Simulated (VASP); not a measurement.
Write the native input for VASP 6.6.1 that does the following.

| Property | Result |
| --- | --- |
| Task | single point |
| Functional | PBEsol |
| Potentials or basis | VASP PAW PBE potentials, release 64 (Zr_sv, N) |
| Cutoff | 520 eV |
| k mesh | 12 × 12 × 12 |
| Occupations | gaussian, width 0.1 eV |
| Spin | no spin polarisation |
| Dipole correction | no |
| Further INCAR settings | ALGO = Normal; EDIFF = 1e-06; NBANDS = 57 |

The structure of Zr3N2 lies in POSCAR:

```
Zr3N2
1.0
    2.7434798533      1.5839488318      5.0897973735
   -2.7434798533      1.5839488318      5.0897973735
    0.0000000000     -3.1678976637      5.0897973735
Zr N
6 4
Direct
    0.4232160407      0.0767839593      0.7500000000
    0.0767839593      0.7500000000      0.4232160407
    0.7500000000      0.4232160407      0.0767839593
    0.2500000000      0.5767839593      0.9232160407
    0.9232160407      0.2500000000      0.5767839593
    0.5767839593      0.9232160407      0.2500000000
    0.3383815128      0.3383815128      0.3383815128
    0.1616184872      0.1616184872      0.1616184872
    0.8383815128      0.8383815128      0.8383815128
    0.6616184872      0.6616184872      0.6616184872
```

This cell differs from its parent crystal: equal strain along all axes, cell held: -2.0 %, then relaxed in part.

One way to write it, as run:

INCAR

```
SYSTEM = Zr3N2
  PREC = Accurate
  ENCUT = 520
  EDIFF = 1E-6
  ISMEAR = 0
  SIGMA = 0.1
  LREAL = .FALSE.
  LASPH = .TRUE.
  NELM = 100
  ALGO = Normal
  ISIF = 2
  LWAVE = .FALSE.
  LCHARG = .FALSE.
  GGA = PS
  NBANDS = 57
```

KPOINTS

```
Automatic mesh
0
G
  12 12 12
  0 0 0
```

Potentials or basis: VASP PAW PBE potentials, release 64 (Zr_sv, N).

Run with:

```console
$ cat potpaw_PBE.64/Zr_sv/POTCAR potpaw_PBE.64/N/POTCAR > POTCAR
$ mpirun -np 1 vasp_std > vasp.out
```

Results of the run:

```
Pressure               : 14.9 GPa
Largest force          : 0.009 eV/Å
Band gap on the k mesh : zero (bands 46 and 47 overlap by 0.77 eV)
```

Caveat: the cell differs from its parent crystal (equal strain along all axes, cell held: -2.0 %, then relaxed in part); the cell stands under pressure; the PAW data sets were made with another functional, which shifts forces and pressure a little.

Run time: 20 min on 1 thread of Intel(R) Xeon(R) 6975P-C (Granite Rapids), with other jobs on the host, peak memory 1 GiB.
